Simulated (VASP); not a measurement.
# Ge (R-3) in VASP: notebook, part 3 of 3

VASP 6.6.1.

## (5) Single point, LDA

This run uses another cell than the first one, of 20.18 Å³/atom.

File INCAR:

```
SYSTEM = Ge
PREC = Accurate
ENCUT = 520
EDIFF = 1E-6
ISMEAR = 0
SIGMA = 0.15
LREAL = .False.
LASPH = .True.
NELM = 60
ALGO = Fast
ISIF = 2
LWAVE = .False.
LCHARG = .False.
NBANDS = 66
```

File KPOINTS:

```
regular mesh
0
Gamma
  9 9 9
  0 0 0
```

File POSCAR:

```
Ge
1.0
    4.6361000000      2.6766535830      2.1684000000
   -4.6361000000      2.6766535830      2.1684000000
    0.0000000000     -5.3533071660      2.1684000000
Ge
8
Direct
    0.7160372198      0.7160372198      0.7160372198
    0.2839627802      0.2839627802      0.2839627802
    0.0289443365      0.7253625346      0.5322921793
    0.5322921793      0.0289443365      0.7253625346
    0.7253625346      0.5322921793      0.0289443365
    0.9710556635      0.2746374654      0.4677078207
    0.4677078207      0.9710556635      0.2746374654
    0.2746374654      0.4677078207      0.9710556635
```

Potentials or basis: VASP PAW LDA potentials, release 64 (Ge_d).

The run is started by

```sh
cat potpaw_LDA.64/Ge_d/POTCAR > POTCAR
mpirun -np 1 vasp_std > vasp.out
```

OUTCAR:

```text
SYSTEM = Ge
   PREC = Accurate
   ENCUT = 520
   EDIFF = 1E-6
   ISMEAR = 0
   LREAL = .False.
   LASPH = .True.
   NELM = 60
   ISIF = 2

 ion  position               nearest neighbor table
   1  0.716  0.716  0.716-   4 2.34   3 2.34   5 2.34   2 2.81
   2  0.284  0.284  0.284-   7 2.34   6 2.34   8 2.34   1 2.81
   3  0.029  0.725  0.532-   1 2.34   6 2.43   4 2.61   5 2.61
   4  0.532  0.029  0.725-   1 2.34   7 2.43   5 2.61   3 2.61
   5  0.725  0.532  0.029-   1 2.34   8 2.43   4 2.61   3 2.61
   6  0.971  0.275  0.468-   2 2.34   3 2.43   7 2.61   8 2.61
   7  0.468  0.971  0.275-   2 2.34   4 2.43   8 2.61   6 2.61
   8  0.275  0.468  0.971-   2 2.34   5 2.43   7 2.61   6 2.61

  LATTYP: Found a trigonal (rhomboedric) cell.
 ALAT       =     5.7757991805
 COS(alpha) =    -0.2885800885

  Lattice vectors:

 A1 = (   4.6361000000,   2.6766535830,   2.1684000000)
 A2 = (  -4.6361000000,   2.6766535830,   2.1684000000)
 A3 = (   0.0000000000,  -5.3533071660,   2.1684000000)

Analysis of symmetry for initial positions (statically):
=====================================================================
 Subroutine PRICEL returns:
[... 195 lines left out ...]
      2     -19.3225      2.00000
      3     -19.2975      2.00000
      4     -19.2975      2.00000
      5     -19.2840      2.00000
      6     -19.2360      2.00000
[... 1645 lines left out ...]
     65      10.2707      0.00000
     66      12.3288      0.00000

 [... further k-points ...]

------------------------ aborting loop because EDIFF is reached ----------------------------------------

  FORCE on cell =-STRESS in cart. coord.  units (eV):
  Direction    XX          YY          ZZ          XY          YZ          ZX
  --------------------------------------------------------------------------------------
  -------------------------------------------------------------------------------------
  Total        8.7178608      8.7178608    -11.4611379      0.0000001      0.0000000      0.0000000
  in kB       86.5137030     86.5137030   -113.7372465      0.0000006      0.0000000      0.0000000
  external PRESSURE =      19.7633865 kB  Pullay stress =       0.0000000 kB

 VOLUME and BASIS-vectors are now :
 -----------------------------------------------------------------------------
  energy-cutoff  :      520.00
  volume of cell :      161.45
      direct lattice vectors                 reciprocal lattice vectors
     4.636100000  2.676653583  2.168400000     0.107849270  0.062266805  0.153723175
    -4.636100000  2.676653583  2.168400000    -0.107849270  0.062266805  0.153723175
     0.000000000 -5.353307166  2.168400000     0.000000000 -0.124533610  0.153723175

 POSITION                                       TOTAL-FORCE (eV/Angst)
 -----------------------------------------------------------------------------------
      0.00000      0.00000      4.65797         0.000000      0.000000     -1.058404
      0.00000      0.00000      1.84723         0.000000      0.000000      1.058404
     -3.22866     -0.83051      2.78986         0.145722      1.032534      0.144214
      2.33357     -2.38085      2.78986        -0.967061     -0.390068      0.144214
      0.89509      3.21136      2.78986         0.821339     -0.642466      0.144214
      3.22866      0.83051      3.71534        -0.145722     -1.032534     -0.144214
     -2.33357      2.38085      3.71534         0.967061      0.390068     -0.144214
     -0.89509     -3.21136      3.71534        -0.821339      0.642466     -0.144214
 -----------------------------------------------------------------------------------
    total drift:                               -0.000000      0.000000      0.000000

  FREE ENERGIE OF THE ION-ELECTRON SYSTEM (eV)
  ---------------------------------------------------
  free  energy   TOTEN  =       -39.4312215977 eV

  energy  without entropy=      -39.4112666809  energy(sigma->0) =      -39.42124414
```

Wall time 62 min (1 thread of Oxide Virtual Turin-like, shared host); peak memory 0.82 GiB.

Results:

```yaml
Free_energy: -39.4312 eV
Pressure: 2.0 GPa
Largest_force: 1.058 eV/Å
Band_gap_on_the_k_mesh: zero (bands 56 and 57 overlap by 1.01 eV)
```

Forces on the atoms (eV/Å):
```
Ge   0.000  0.000 -1.058
Ge   0.000  0.000  1.058
Ge   0.146  1.033  0.144
Ge  -0.967 -0.390  0.144
Ge   0.821 -0.642  0.144
Ge  -0.146 -1.033 -0.144
Ge   0.967  0.390 -0.144
Ge  -0.821  0.642 -0.144
```

Levels at points of the mesh, in eV from the Fermi level:
```csv
k point,band 52,band 53,band 54,band 55,band 56,band 57,band 58,band 59,band 60,band 61
"(0.00, 0.00, 0.00)",-3.54,-3.54,-1.13,-1.13,-0.37,1.58,1.85,1.85,3.32,3.32
```

Caveat: forces of over 1 eV/Å act on the atoms, so gaps and moduli don't describe the material at rest.

## (6) Single point, LDA

This run uses another cell than the first one, of 19.28 Å³/atom.

File INCAR:

```
SYSTEM = Ge
PREC = Accurate
ENCUT = 520
EDIFF = 1E-7
ISMEAR = 0
SIGMA = 0.15
LREAL = .FALSE.
LASPH = .TRUE.
NELM = 80
ALGO = Fast
ISIF = 2
LWAVE = .FALSE.
LCHARG = .FALSE.
NBANDS = 66
```

File KPOINTS:

```
regular mesh
0
G
  9 9 9
  0 0 0
```

Edit POSCAR of step 5 so:

```diff
@@ -2,5 +2,5 @@
 1.0
-    4.6361000000      2.6766535830      2.1684000000
-   -4.6361000000      2.6766535830      2.1684000000
-    0.0000000000     -5.3533071660      2.1684000000
+    4.6849000000      2.7048282761      2.0290000000
+   -4.6849000000      2.7048282761      2.0290000000
+    0.0000000000     -5.4096565523      2.0290000000
 Ge
```

Potentials or basis: VASP PAW LDA potentials, release 64 (Ge_d).

The run is started by

```sh
cat potpaw_LDA.64/Ge_d/POTCAR > POTCAR
mpirun -np 1 vasp_std > vasp.out
```

Run time: 57 min. Hardware: 1 thread of Oxide Virtual Turin-like, shared host; peak memory 0.8 GiB.

Results (log left out):

- Free energy: -40.1736 eV
- Pressure: 4.0 GPa
- Largest force: 0.700 eV/Å
- Band gap on the k mesh: zero (bands 56 and 57 overlap by 0.73 eV)

Forces in eV/Å, atoms in the order of the input:
```
Ge   0.000  0.000 -0.665
Ge   0.000  0.000  0.665
Ge  -0.028  0.683  0.150
Ge  -0.578 -0.366  0.150
Ge   0.606 -0.317  0.150
Ge   0.028 -0.683 -0.150
Ge   0.578  0.366 -0.150
Ge  -0.606  0.317 -0.150
```

Stress tensor (GPa, compression positive):
```
 8.58  0.00  0.00
 0.00  8.58  0.00
 0.00  0.00 -5.13
```

Levels at points of the mesh, in eV from the Fermi level:
```
           k point  band 53  band 54  band 55  band 56  band 57  band 58  band 59  band 60
(0.00, 0.00, 0.00)    -3.97    -1.39    -1.39    -0.72     1.57     1.88     1.88     4.08
```

Caveat: the cell stands under pressure; semilocal functionals underestimate gaps, so a narrow gap can read as zero.

## (7) The runs side by side

```csv
cell,further INCAR settings,gap on the mesh (eV),pressure (GPa),largest force (eV/Å)
"a = 5.921 Å, angles 109.4°, 8 atoms",ALGO = Fast; EDIFF = 1e-06; NBANDS = 66,none,-0.1,0.30
"a = 6.170 Å, angles 112.3°, 8 atoms",ALGO = Fast; EDIFF = 1e-06; NBANDS = 66,none,2.5,2.38
"a = 5.847 Å, angles 108.1°, 8 atoms",ALGO = Fast; EDIFF = 1e-06; NBANDS = 66,none,0.5,0.76
"a = 5.776 Å, angles 106.8°, 8 atoms",ALGO = Fast; EDIFF = 1e-06; NBANDS = 66,none,2.0,1.06
"a = 5.778 Å, angles 108.4°, 8 atoms",ALGO = Fast; EDIFF = 1e-07; NBANDS = 66,none,4.0,0.70
```

Alike in all rows: task single point; level LDA; potentials or basis VASP PAW LDA potentials, release 64 (Ge_d); no spin polarisation; k mesh 9 × 9 × 9; cutoff (eV) 520; smearing gaussian 0.15 eV.

Caveats: semilocal functionals underestimate gaps, so a narrow gap can read as zero (at least some runs); forces of over 1 eV/Å act on the atoms, so gaps and moduli don't describe the material at rest (at least some runs); the cell stands under pressure (at least some runs).

Absolute energies hang on the potentials; compare differences alone.
